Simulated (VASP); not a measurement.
**TiAl: single point with LDA**

TiAl:

```xyz
2
Lattice="2.7161 0.0000 0.0000 0.0000 2.7161 0.0000 0.0000 0.0000 4.0092" Properties=species:S:1:pos:R:3 pbc="T T T"
Ti    0.0000    0.0000    0.0000
Al    1.3580    1.3580    2.0046
```

```json
{
  "Program": "VASP 6.6.1",
  "Task": "single point",
  "Functional": "LDA",
  "Potentials or basis": "VASP PAW LDA potentials, release 64 (Ti_sv, Al)",
  "Cutoff": "520 eV",
  "k mesh": "16 × 16 × 16",
  "Occupations": "gaussian, width 0.15 eV",
  "Spin": "no spin polarisation",
  "Dipole correction": "no",
  "Further INCAR settings": "ALGO = Fast; EDIFF = 1e-06; NBANDS = 14"
}
```

```json
{"Pressure": "4.8 GPa", "Band gap on the k mesh": "zero (an odd number of electrons rules out a gap without spin polarisation)"}
```

Stress tensor (GPa, compression positive):
```
5.39 0.00 0.00
0.00 5.39 0.00
0.00 0.00 3.60
```

Levels at points of the mesh, in eV from the Fermi level:
```tsv
k point	band 5	band 6	band 7	band 8	band 9	band 10	band 11	band 12
(0.00, 0.00, 0.00)	-9.42	-2.10	-0.98	-0.43	2.43	2.43	3.71	6.59
(0.50, 0.00, 0.00)	-4.74	-4.47	-1.98	-0.32	1.90	2.85	5.01	5.27
(0.50, 0.50, 0.00)	-3.41	-0.45	-0.34	-0.34	-0.26	-0.26	4.86	5.71
(0.00, 0.00, 0.50)	-7.89	-5.42	-0.81	0.48	2.09	2.09	3.72	8.28
(0.50, 0.00, 0.50)	-5.14	-3.07	-1.21	-0.91	1.36	1.94	2.62	4.15
(0.50, 0.50, 0.50)	-2.83	-2.40	-2.40	2.32	2.36	2.81	4.74	4.74
```

It took 2 min on 1 thread of AMD EPYC 9R45 96-Core Processor (Zen 5), on a shared host, peak memory 0.24 GiB.

Caveat: the cell stands under pressure.
